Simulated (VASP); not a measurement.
# C in VASP: relaxation of cell and atoms with PBE

Aim: the relaxation of cell and atoms of C with PBE.

Everything below comes from runs of VASP 6.6.1. Logs are shortened: lines on timing, memory, paths and dates and some standing lists are left out, and cuts for length are marked.

### 1 The cell of the first run

The cell holds a slab with vacuum, 2 atoms: a = 2.456 Å, b = 2.456 Å, c = 8.524 Å, α = 90.00°, β = 90.00°, γ = 120.00°.

### 2 Relaxation of cell and atoms, PBE

Input file INCAR:

```
SYSTEM = C
ALGO = Normal ; EDIFF = 1E-7
EDIFFG = -0.005 ; ENCUT = 1300
GGA = PE ; GGA_COMPAT = .False.
IBRION = 2 ; ISIF = 3
ISMEAR = 0 ; LASPH = .True.
LCHARG = .False. ; LREAL = .False.
LWAVE = .False. ; NELM = 120
NELMIN = 4 ; NSW = 100
PREC = Accurate ; SIGMA = 0.1
```

Input file KPOINTS:

```
k-points
0
Gamma
  21 21 6
  0 0 0
```

Input file POSCAR:

```
C
1.0
    2.4561701622      0.0000000000      0.0000000000
   -1.2280850811      2.1271057565      0.0000000000
    0.0000000000      0.0000000000      8.5238033600
C
2
Direct
    0.3333333300      0.6666666700      0.0000000000
    0.6666666700      0.3333333300      0.0000000000
```

Potentials or basis: VASP PAW PBE potentials, release 64 (C_h).

On the command line:

```
cat potpaw_PBE.64/C_h/POTCAR > POTCAR
mpirun -np 1 vasp_std > vasp.out
```

OUTCAR:

```text
SYSTEM = C
   EDIFF = 1E-7
   EDIFFG = -0.005
   ENCUT = 1300
   GGA = PE
   IBRION = 2
   ISIF = 3
   ISMEAR = 0
   LASPH = .True.
   LREAL = .False.
   NELM = 120
   NELMIN = 4
   NSW = 100
   PREC = Accurate

 ion  position               nearest neighbor table
   1  0.333  0.667  0.000-   2 1.42   2 1.42   2 1.42
   2  0.667  0.333  0.000-   1 1.42   1 1.42   1 1.42

  LATTYP: Found a hexagonal cell.
 ALAT       =     2.4561701622
 C/A-ratio  =     3.4703635323

  Lattice vectors:

 A1 = (   2.4561701622,   0.0000000000,   0.0000000000)
 A2 = (  -1.2280850811,   2.1271057565,   0.0000000000)
 A3 = (   0.0000000000,   0.0000000000,   8.5238033600)

Analysis of symmetry for initial positions (statically):
=====================================================================
 Subroutine PRICEL returns:
 Original cell was already a primitive cell.

 Routine SETGRP: Setting up the symmetry group for a
 hexagonal supercell.

 Subroutine GETGRP returns: Found 24 space group operations
 (whereof 24 operations were pure point group operations)
 out of a pool of 24 trial point group operations.

The static configuration has the point symmetry D_6h.

Analysis of symmetry for dynamics (positions and initial velocities):
=====================================================================
 Subroutine PRICEL returns:
 Original cell was already a primitive cell.

 Routine SETGRP: Setting up the symmetry group for a
 hexagonal supercell.

 Subroutine GETGRP returns: Found 24 space group operations
 (whereof 24 operations were pure point group operations)
 out of a pool of 24 trial point group operations.

The dynamic configuration has the point symmetry D_6h.

 Subroutine INISYM returns: Found 24 space group operations
 (whereof 24 operations are pure point group operations),
 and found     1 'primitive' translations

----------------------------------------------------------------------------------------

                                     Primitive cell

  volume of cell :      44.5329

  direct lattice vectors                    reciprocal lattice vectors
     2.456170162  0.000000000  0.000000000     0.407137916  0.235061185  0.000000000
    -1.228085081  2.127105756  0.000000000     0.000000000  0.470122370  0.000000000
     0.000000000  0.000000000  8.523803360     0.000000000  0.000000000  0.117318521

  length of vectors
     2.456170162  2.456170162  8.523803360     0.470122370  0.470122370  0.117318521

  position of ions in fractional coordinates (direct lattice)
     0.333333330  0.666666670  0.000000000
     0.666666670  0.333333330  0.000000000

  ion indices of the primitive-cell ions
   primitive index   ion index
                 1           1
                 2           2

----------------------------------------------------------------------------------------

 KPOINTS: k-points

Automatic generation of k-mesh.
 Grid dimensions read from file:
 generate k-points for:   21   21    6

 Generating k-lattice:

  Cartesian coordinates                     Fractional coordinates (reciprocal lattice)
     0.019387520  0.011193390  0.000000000     0.047619048  0.000000000  0.000000000
     0.000000000  0.022386780  0.000000000     0.000000000  0.047619048  0.000000000
     0.000000000  0.000000000  0.019553087     0.000000000  0.000000000  0.166666667

  Length of vectors
     0.022386780  0.022386780  0.019553087

  Shift w.r.t. Gamma in fractional coordinates (k-lattice)
     0.000000000  0.000000000  0.000000000

 Subroutine IBZKPT returns following result:
 ===========================================

 Found    192 irreducible k-points:

 Following reciprocal coordinates:
            Coordinates               Weight
  0.000000  0.000000  0.000000      1.000000
  0.047619 -0.000000  0.000000      6.000000
  0.095238  0.000000  0.000000      6.000000
  0.142857  0.000000  0.000000      6.000000
  0.190476  0.000000  0.000000      6.000000
  0.238095  0.000000  0.000000      6.000000
[... 16 lines left out ...]
  0.142857  0.095238  0.000000     12.000000
  0.190476  0.095238  0.000000     12.000000
 [... further k-points ...]
   k-points           NKPTS =    192   k-points in BZ     NKDIM =    192   number of bands    NBANDS=      8
   number of dos      NEDOS =    301   number of ions     NIONS =      2
   total plane-waves  NPLWV =  90000
   dimension x,y,z NGX =    30 NGY =   30 NGZ =  100
   dimension x,y,z NGXF=    60 NGYF=   60 NGZF=  200
   ions per type =               2
   NGX,Y,Z   is equivalent  to a cutoff of  20.31, 20.31, 19.50 a.u.
   NGXF,Y,Z  is equivalent  to a cutoff of  40.61, 40.61, 39.01 a.u.
 SYSTEM =  C
   PREC   = accura    normal or accurate (medium, high low for compatibility)
   ISTART =      0    job   : 0-new  1-cont  2-samecut
   ICHARG =      2    charge: 1-file 2-atom 10-const
   ISPIN  =      1    spin polarized calculation?
   LNONCOLLINEAR =      F non collinear calculations
   LSORBIT =      F    spin-orbit coupling
   LASPH  =      T    aspherical Exc in radial PAW
   ENCUT  = 1300.0 eV  95.55 Ry    9.77 a.u.   7.22  7.22 25.06*2*pi/ulx,y,z
   NELM   =    120;   NELMIN=  4; NELMDL= -5     # of ELM steps
   EDIFF  = 0.1E-06   stopping-criterion for ELM
   LREAL  =      F    real-space projection
   EDIFFG = -.5E-02   stopping-criterion for IOM
   NSW    =    100    number of steps for IOM
   IBRION =      2    ionic relax: 0-MD 1-quasi-New 2-CG
   NFREE  =      1    steps in history (QN), initial steepest desc. (CG)
   ISIF   =      3    stress and relaxation
   ISYM   =      2    0-nonsym 1-usesym 2-fastsym
   POTIM  = 0.5000    time-step for ionic-motion
   TEBEG  =    0.0;   TEEND  =   0.0 temperature during run
   PSTRESS=    0.0 pullay stress
   NELECT =       8.0000    total number of electrons
   NUPDOWN=      -1.0000    fix difference up-down
   EMIN   =  10.00;   EMAX   =-10.00  energy-range for DOS
   EFERMI =   0.00;   METHOD = LEGACY
   ISMEAR =     0;   SIGMA  =   0.10  broadening in eV -4-tet -1-fermi 0-gaus
   EFERMI_NEDOS =   21; number of points for ismear=-14 and -15
   IALGO  =     38    algorithm
   IMIX   =      4    mixing-type and parameters
     AMIX     =   0.40;   BMIX     =  1.00
     AMIX_MAG =   1.60;   BMIX_MAG =  1.00
  volume/ion in A,a.u.               =      22.27       150.26
  Fermi-wavevector in a.u.,A,eV,Ry     =   0.923729  1.745594 11.609511  0.853275
  Thomas-Fermi vector in A             =   2.049397
   LORBIT       =      0    0 simple, 1 ext, 2 COOP (PROOUT), +10 PAW based schemes
   GGA     = PE    functional components
   LHFCALC =     F    Hartree Fock is set to
   AEXX    =    0.0000 exact exchange contribution
   IVDW    =     0    specifies the selected vdW correction
   LEPSILON=     F    determine dielectric tensor
   LRPA    =     F    only Hartree local field effects (RPA)
 conjugate gradient relaxation of ions
 non-spin polarized calculation
 Gauss-broadening in eV      SIGMA  =   0.10
  energy-cutoff  :     1300.00
  volume of cell :       44.53
 maximum number of plane-waves:      4770
 NGX is ok and might be reduce to    30
   NGX = 15   NGY = 15   NGZ = 51

--------------------------------------- Ionic step        1  -------------------------------------------

 number of electron       8.0000000 magnetization

 Free energy of the ion-electron system (eV)
  ---------------------------------------------------
  ext. energy  EPLUGINS =         0.00000000
  ---------------------------------------------------
  free energy    TOTEN  =       -18.48475186 eV

  energy without entropy =      -18.48424012  energy(sigma->0) =      -18.48449599

------------------------ aborting loop because EDIFF is reached ----------------------------------------

  FORCE on cell =-STRESS in cart. coord.  units (eV):
  Direction    XX          YY          ZZ          XY          YZ          ZX
  --------------------------------------------------------------------------------------
  -------------------------------------------------------------------------------------
  Total        0.5486563      0.5486563     -0.0170924      0.0000000     -0.0000000      0.0000000
  in kB       19.7392214     19.7392214     -0.6149403      0.0000000     -0.0000000      0.0000000
  external PRESSURE =      12.9545008 kB  Pullay stress =       0.0000000 kB
[... 89 lines left out ...]
  FREE ENERGIE OF THE ION-ELECTRON SYSTEM (eV)
  ---------------------------------------------------
  free  energy   TOTEN  =       -18.4869227340 eV

  energy  without entropy=      -18.4864109974  energy(sigma->0) =      -18.48666687

 E-fermi :  -0.1501     XC(G=0):  -5.3365

 val. band max:       -0.1501731478   @ k =   0.3333   0.3333   0.3333
 cond. band min:      -0.1500667792   @ k =   0.3333   0.3333   0.1667
 fundamental gap:      0.0001063686
 Fermi energy:        -0.1501136884

 k-point     1 :       0.0000    0.0000    0.0000
  band No.  band energies     occupation
      1     -19.6720      2.00000
      2      -7.7647      2.00000
      3      -3.2087      2.00000
      4      -3.2087      2.00000
      5       2.7694      0.00000
      6       5.5270      0.00000
      7       7.4590      0.00000
      8       8.1557      0.00000
[... 243 lines left out ...]
 k-point    24 :       0.1905    0.0952    0.0000
  band No.  band energies     occupation
      1     -18.1852      2.00000
      2      -7.3356      2.00000
      3      -6.0095      2.00000
      4      -5.6812      2.00000
      5       4.8108      0.00000
      6       7.0860      0.00000
      7       7.5223      0.00000
      8       8.7149      0.00000

 [... further k-points ...]

[... ionic steps 4 to 33 ...]

--------------------------------------- Ionic step       34  -------------------------------------------

 number of electron       8.0000000 magnetization

------------------------ aborting loop because EDIFF is reached ----------------------------------------
[... 67 lines left out ...]
--------------------------------------- Ionic step       36  -------------------------------------------

 number of electron       8.0000000 magnetization

 Free energy of the ion-electron system (eV)
  ---------------------------------------------------
  ext. energy  EPLUGINS =         0.00000000
  ---------------------------------------------------
  free energy    TOTEN  =       -18.49290778 eV

  energy without entropy =      -18.49253581  energy(sigma->0) =      -18.49272179

 E-fermi :   2.9876     XC(G=0):  -8.4293

 val. band max:        2.9456731162   @ k =   0.3333   0.3333   0.3333
 cond. band min:       3.0289899612   @ k =   0.3333   0.3333   0.1667
 fundamental gap:      0.0833168450
 Fermi energy:         2.9875556375

 k-point     1 :       0.0000    0.0000    0.0000
  band No.  band energies     occupation
      1     -16.5461      2.00000
      2      -4.4648      2.00000
      3      -0.0698      2.00000
      4      -0.0698      2.00000
      5       5.9286      0.00000
      6      11.2955      0.00000
      7      11.2955      0.00000
      8      14.4232      0.00000
[... 243 lines left out ...]
 k-point    24 :       0.1905    0.0952    0.0000
  band No.  band energies     occupation
      1     -15.0577      2.00000
      2      -4.1990      2.00000
      3      -2.7241      2.00000
      4      -2.5440      2.00000
      5       7.9043      0.00000
      6      10.3163      0.00000
      7      11.9145      0.00000
      8      14.9316      0.00000

 [... further k-points ...]

------------------------ aborting loop because EDIFF is reached ----------------------------------------

  FORCE on cell =-STRESS in cart. coord.  units (eV):
  Direction    XX          YY          ZZ          XY          YZ          ZX
  --------------------------------------------------------------------------------------
  -------------------------------------------------------------------------------------
  Total       -0.0049031     -0.0049031     -0.0039466     -0.0000000     -0.0000000      0.0000000
  in kB       -0.3303582     -0.3303582     -0.2659126     -0.0000000     -0.0000000      0.0000000
  external PRESSURE =      -0.3088764 kB  Pullay stress =       0.0000000 kB
[... 17 lines left out ...]
  FREE ENERGIE OF THE ION-ELECTRON SYSTEM (eV)
  ---------------------------------------------------
  free  energy   TOTEN  =       -18.4929077760 eV

  energy  without entropy=      -18.4925358066  energy(sigma->0) =      -18.49272179

 reached required accuracy - stopping structural energy minimisation
```

Run time: 69 min. Hardware: 1 thread of Intel Xeon Platinum 8488C (Sapphire Rapids), shared host; peak memory 0.44 GiB.

What came out:

```yaml
Free_energy: -18.4929 eV
Relaxed_volume: 11.89 Å³/atom
Relaxed_cell: a = 2.466 Å, b = 2.466 Å, c = 4.515 Å, α = 90.00°, β = 90.00°, γ = 120.00°
Space_group_after_relaxing_to_0.1_Å: P6/mmm (No. 191)
Energy_gained_by_relaxing: 4.1 meV/atom
Ionic_steps: 36
Band_gap_on_the_k_mesh: zero (bands 4 and 5 overlap by 0.17 eV)
```

The path:
| step | energy change (eV) | largest force (eV/Å) | pressure (GPa) | volume (Å³) |
| --- | --- | --- | --- | --- |
| 1 | 0.0000 | 0.0000 | 1.30 | 44.53 |
| 2 | 0.0092 | 0.0000 | -2.88 | 45.70 |
| 3 | -0.0022 | 0.0000 | -0.03 | 44.89 |
| 4 | -0.0022 | 0.0000 | 0.00 | 44.88 |
| 5 | -0.0022 | 0.0000 | -0.01 | 44.86 |
| 6 | -0.0022 | 0.0000 | -0.01 | 44.82 |
| 7 | -0.0022 | 0.0000 | -0.01 | 44.73 |
| 8 | -0.0023 | 0.0000 | -0.02 | 44.55 |
| 9 | -0.0024 | 0.0000 | -0.03 | 44.19 |
| 10 | -0.0027 | 0.0000 | -0.05 | 43.46 |
| 11 | -0.0033 | 0.0000 | -0.10 | 42.01 |
| 12 | -0.0042 | 0.0000 | -0.20 | 39.11 |
| 13 | -0.0053 | 0.0000 | -0.45 | 33.31 |
| 14 | -0.0057 | 0.0000 | -1.28 | 21.65 |
| 15 | -0.0055 | 0.0000 | -0.50 | 32.21 |
| 16 | -0.0069 | 0.0000 | -0.86 | 26.93 |
| 17 | -0.0077 | 0.0000 | -1.08 | 24.29 |
| 18 | -0.0077 | 0.0000 | -1.07 | 24.29 |
| 19 | -0.0077 | 0.0000 | -1.06 | 24.27 |
| 20 | -0.0077 | 0.0000 | -1.02 | 24.23 |
| 21 | -0.0078 | 0.0000 | -0.95 | 24.14 |
| 22 | -0.0079 | 0.0000 | -0.80 | 23.97 |
| 23 | -0.0081 | 0.0000 | -0.50 | 23.64 |
| 24 | -0.0080 | 0.0000 | 0.14 | 22.97 |
| 25 | -0.0081 | 0.0000 | -0.26 | 23.38 |
| 26 | -0.0081 | 0.0000 | -0.24 | 23.41 |
| 27 | -0.0081 | 0.0000 | -0.20 | 23.50 |
| 28 | -0.0082 | 0.0000 | -0.12 | 23.68 |
| 29 | -0.0081 | 0.0000 | 0.05 | 24.04 |
| 30 | -0.0082 | 0.0000 | -0.08 | 23.81 |
| 31 | -0.0082 | 0.0000 | -0.11 | 23.70 |
| 32 | -0.0082 | 0.0000 | -0.09 | 23.72 |
| 33 | -0.0082 | 0.0000 | -0.06 | 23.77 |
| 34 | -0.0082 | 0.0000 | -0.06 | 23.79 |
| 35 | -0.0082 | 0.0000 | -0.06 | 23.80 |
| 36 | -0.0082 | 0.0000 | -0.03 | 23.78 |

Final structure:
```xyz
2
Lattice="2.4661 0.0000 0.0000 -1.2331 2.1357 0.0000 0.0000 0.0000 4.5148" Properties=species:S:1:pos:R:3 pbc="T T T"
C     0.0000    1.4238    0.0000
C     1.2331    0.7119    0.0000
```

Caveat: the volume moved by over 15 % at a fixed basis, so the end points are rough; there is no dipole correction, which matters where the two faces differ; the relaxation moved the vacuum too, so the length across it says nothing of the material.

The gap in the log of VASP goes by the Fermi energy; the results here count the filled bands.